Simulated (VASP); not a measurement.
InB3As4, 8 atoms in the cell. It takes space group I-42m (No. 121, tetragonal). The conventional cell has a = 5.152 Å, b = 5.152 Å, c = 10.139 Å, α = 90.00°, β = 90.00°, γ = 90.00°. Within 2.9 Å of B (site symmetry -4) lie 4 As at 2.17 Å. B (site symmetry -42m) has 4 As at 2.10 Å within 2.8 Å. Within 2.8 Å of As (site symmetry m) lie 3 B at 2.10 to 2.17 Å and 1 In at 2.50 Å. Within 3.3 Å of In (site symmetry -42m) lie 4 As at 2.50 Å. 

- Program: VASP 6.6.1
- Task: single point
- Functional: r2SCAN
- Potentials or basis: VASP PAW PBE potentials, release 64 (B, As, In_d)
- Cutoff: 520 eV
- k mesh: 6 × 6 × 6
- Occupations: fermi-dirac, width 0.02 eV
- Spin: no spin polarisation
- Dipole correction: no
- Further INCAR settings: ALGO = Normal; EDIFF = 1e-07; NBANDS = 31

Potentials or basis: VASP PAW PBE potentials, release 64 (B, As, In_d).

Command:

```console
$ cat potpaw_PBE.64/B/POTCAR potpaw_PBE.64/As/POTCAR potpaw_PBE.64/In_d/POTCAR > POTCAR
$ cp INCAR.step1 INCAR
$ mpirun -np 1 vasp_std > vasp.out
$ cp INCAR.step2 INCAR
$ mpirun -np 1 vasp_std > vasp.out
```

Hardware: 1 thread of Intel Xeon 8259CL (shared host).

Task: How long does it take, and how much memory?

Result: Wall time 12 min on 1 thread of Intel Xeon 8259CL (shared host), peak memory 0.44 GiB. Counts: k points 30.
